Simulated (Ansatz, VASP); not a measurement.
# Two plane-wave programs on Rb2TcF6

File INCAR:

```
ALGO     = Normal         # electronic algorithm
EDIFF    = 1E-6           # SCF threshold, eV
ENCUT    = 520            # plane-wave cutoff, eV
ISIF     = 2              # what is computed and relaxed
ISMEAR   = 0              # smearing method
ISPIN    = 2              # spin polarisation
LASPH    = True           # aspherical terms in the spheres
LCHARG   = False          # write CHGCAR
LDAU     = True           # DFT+U
LDAUJ    = 0 0 0        
LDAUL    = -1 2 -1        # shell
LDAUPRINT= 1            
LDAUTYPE = 2            
LDAUU    = 0 8 0          # U, eV
LMAXMIX  = 4              # l up to which the mixer works
LORBIT   = 11             # projections on sites
LREAL    = False          # projectors in reciprocal space
LWAVE    = False          # write WAVECAR
MAGMOM   = 0 0 3 0 0 0 0 0 0 # initial moments
NBANDS   = 50             # bands
NELM     = 150            # most SCF steps
PREC     = Accurate       # precision mode
SIGMA    = 0.05           # smearing width, eV
```

File KPOINTS:

```
k-points
0
Gamma
  4 4 4
```

POSCAR

```
Rb2TcF6
1.0
    5.9490027400      0.0000000000      0.0000000000
   -2.9745013700      5.1519875000      0.0000000000
    0.0000000000      0.0000000000      4.7590005000
Rb Tc F
2 1 6
Direct
    0.3333333333      0.6666666667      0.3003000000
    0.6666666667      0.3333333333      0.6997000000
    0.0000000000      0.0000000000      0.0000000000
    0.3137000000      0.1568500000      0.2229000000
    0.8431500000      0.1568500000      0.2229000000
    0.8431500000      0.6863000000      0.2229000000
    0.1568500000      0.3137000000      0.7771000000
    0.1568500000      0.8431500000      0.7771000000
    0.6863000000      0.8431500000      0.7771000000
```

Input for Ansatz:

```yaml
crystal:
  lattice:
    - [5.94900274, 0.0, 0.0]
    - [-2.97450137, 5.1519875, 0.0]
    - [0.0, 0.0, 4.7590005]
  atoms:
    - { symbol: Rb, position: [0.3333333333, 0.6666666667, 0.3003] }
    - { symbol: Rb, position: [0.6666666667, 0.3333333333, 0.6997] }
    - { symbol: Tc, position: [0.0, 0.0, 0.0], spin: 3.0 }
    - { symbol: F, position: [0.3137, 0.15685, 0.2229] }
    - { symbol: F, position: [0.84315, 0.15685, 0.2229] }
    - { symbol: F, position: [0.84315, 0.6863, 0.2229] }
    - { symbol: F, position: [0.15685, 0.3137, 0.7771] }
    - { symbol: F, position: [0.15685, 0.84315, 0.7771] }
    - { symbol: F, position: [0.6863, 0.84315, 0.7771] }
basis:
  ecutwfc: 600
  ecutrho_ratio: 5
kpoints:
  mp_grid: { grid: [4, 4, 4] }
hamiltonian:
  xc: lda
  hubbard: { sites: [{ site: 2, l: d, u_eff: 8.0 }] }
scf:
  occupations: { method: gaussian, width: 0.05 }
  lower_state_search: "off"
  max_iter: 150
output:
  forces: true
  stress: true
  eigenvalues: true
  populations: true
  hubbard: { sites: [{ site: 2, l: d }] }
magnetization:
  spin_polarized: true
```

Alike in both runs: task single point; functional LDA; k mesh 4 × 4 × 4; occupations gaussian, width 0.05 eV; collinear spin; Hubbard terms Tc d U = 8.0 eV.

|  | VASP | Ansatz |
| --- | --- | --- |
| version | VASP 6.6.1 | Ansatz 0.2.0 |
| potentials or method | VASP PAW LDA potentials, release 64 (Rb_sv, Tc_pv, F), cutoff 520 eV | scalar-relativistic, plane waves, PAW |
| valence electrons in the cell | 73 | 75 |

VASP gave:

| Quantity | Value |
| --- | --- |
| gap on the k mesh at the Fermi level (eV) | 5.52 |
| least direct gap on the mesh (eV) | 5.54 |
| pressure (GPa) | -0.9 |
| traceless stress, the component that is largest in VASP (GPa) | -0.24 |
| rms of the force components (eV/Å) | 0.174 |
| net moment per atom (μB) | 0.33 |
| size of the moment on the site where the two differ most (μB) | 2.81 |

Task: Estimate Ansatz's values.

Result: gap on the k mesh at the Fermi level (eV): 5.21; least direct gap on the mesh (eV): 5.21; pressure (GPa): -1.5; traceless stress, the component that is largest in VASP (GPa): -0.22; rms of the force components (eV/Å): 0.101; net moment per atom (μB): 0.33; size of the moment on the site where the two differ most (μB): 1.78.

LDA's correlation is that of Perdew and Zunger in VASP and of Perdew and Wang (1992) in Ansatz. Site moments also hang on the region over which each program counts them. The programs project onto different local orbitals, so the same U acts differently, and such runs can settle in different states. Atom by atom the forces differ by 0.073 eV/Å (rms over components). VASP's potentials hold 73 valence electrons a cell and Ansatz's 75, so a difference there can come from the potentials and not from the codes.
